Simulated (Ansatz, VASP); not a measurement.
# One calculation of In, two programs

```xyz
1
Lattice="2.8468 0.0000 0.0000 0.0000 2.8468 0.0000 0.0000 0.0000 2.8468" Properties=species:S:1:pos:R:3 pbc="T T T"
In    0.0000    0.0000    0.0000
```

Change from the starting cell: volume scaled by 0.88, LAPW.

Alike in both runs: task single point; functional LDA; k mesh 14 × 14 × 14; occupations fermi-dirac, width 0.05 eV; no spin polarisation.

```csv
,VASP,Ansatz
version,VASP 6.6.1,Ansatz 0.2.0
potentials or method,"VASP PAW LDA potentials, release 64 (In_d), cutoff 520 eV","all-electron LAPW, scalar-relativistic"
```

|  | VASP | Ansatz | Ansatz less VASP |
| --- | --- | --- | --- |
| pressure (GPa) | 8.2 | 8.1 | -0.14 |

LDA's correlation is that of Perdew and Zunger in VASP and of Perdew and Wang (1992) in Ansatz. Ansatz ran all-electron here, and VASP with PAW potentials.
